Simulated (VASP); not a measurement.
I: single point with PBE

I:

```xyz
4
Lattice="4.4691 -2.3016 0.0000 4.4691 2.3016 0.0000 0.0000 0.0000 9.8760" Properties=species:S:1:pos:R:3 pbc="T T T"
I     4.4691   -1.5777    1.2050
I     4.4691   -0.7239    6.1430
I     4.4691    1.5777    8.6710
I     4.4691    0.7239    3.7330
```

* Program: VASP 6.6.1
* Task: single point
* Functional: PBE
* Potentials or basis: VASP PAW PBE potentials, release 64 (I)
* Cutoff: 520 eV
* k mesh: 8 × 8 × 4
* Occupations: methfessel-paxton, width 0.1 eV
* Spin: no spin polarisation

| Property | Result |
| --- | --- |
| Pressure | -0.1 GPa |
| Largest force | 0.015 eV/Å |
| Band gap on the k mesh | 1.00 eV (least direct gap 1.05 eV) |

Forces on the atoms (eV/Å):
```
I    0.000 -0.002 -0.015
I    0.000  0.002 -0.015
I    0.000  0.002  0.015
I    0.000 -0.002  0.015
```

Stress tensor (GPa, compression positive):
```
 0.03  0.00  0.00
 0.00 -0.04  0.00
 0.00  0.00 -0.14
```

Levels at points of the mesh, in eV from the valence-band top:
| k point | band 11 | band 12 | band 13 | band 14 | band 15 | band 16 | band 17 | band 18 |
| --- | --- | --- | --- | --- | --- | --- | --- | --- |
| (0.00, 0.00, 0.00) | -1.28 | -0.76 | -0.56 | 0.00 | 1.05 | 1.89 | 4.65 | 5.25 |
| (0.50, 0.00, 0.00) | -1.44 | -1.44 | -0.70 | -0.70 | 2.12 | 2.12 | 5.49 | 5.49 |
| (0.50, 0.50, 0.00) | -1.54 | -1.32 | -0.60 | -0.16 | 1.03 | 1.82 | 5.22 | 6.24 |
| (0.00, 0.00, 0.50) | -0.87 | -0.87 | -0.30 | -0.30 | 1.30 | 1.30 | 5.09 | 5.09 |
| (0.50, 0.00, 0.50) | -0.74 | -0.74 | -0.05 | -0.05 | 1.37 | 1.37 | 5.83 | 5.83 |
| (0.50, 0.50, 0.50) | -0.94 | -0.94 | -0.71 | -0.71 | 1.27 | 1.27 | 6.13 | 6.13 |

It took 3.4 min on 1 thread of AMD EPYC 9R45 96-Core Processor (Zen 5), on a shared host, peak memory 0.43 GiB.

Caveat: spin-orbit coupling is left out, which moves the levels of the heavy elements. A k mesh can miss the band edges.
